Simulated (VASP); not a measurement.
Si, 16 atoms in the cell. The typed cell holds 16 atoms: a = 8.045 Å, b = 8.045 Å, c = 8.045 Å, α = 60.00°, β = 60.00°, γ = 60.00°. 

| Property | Result |
| --- | --- |
| Program | VASP 6.6.1 |
| Task | single point |
| Functional | LDA |
| Potentials or basis | VASP PAW LDA potentials, release 64 (Si) |
| Cutoff | 520 eV |
| k mesh | 2 × 2 × 2 |
| Occupations | fermi-dirac, width 0.17 eV |
| Spin | no spin polarisation |
| Dipole correction | no |
| Further INCAR settings | LREAL = Auto; ALGO = Normal; EDIFF = 1e-06; NBANDS = 46 |

Potentials or basis: VASP PAW LDA potentials, release 64 (Si).

Command:

```console
$ cat potpaw_LDA.64/Si/POTCAR > POTCAR
$ mpirun -np 1 vasp_std > vasp.out
```

Hardware: 1 thread of Intel(R) Xeon(R) 6975P-C (Granite Rapids), with other jobs on the host.

**Question.** How long does it take, and how much memory?

**Answer.** Wall time 100 s on 1 thread of Intel(R) Xeon(R) 6975P-C (Granite Rapids) (shared host), peak memory 0.38 GiB. Counts: scf iterations 14, k points 8.
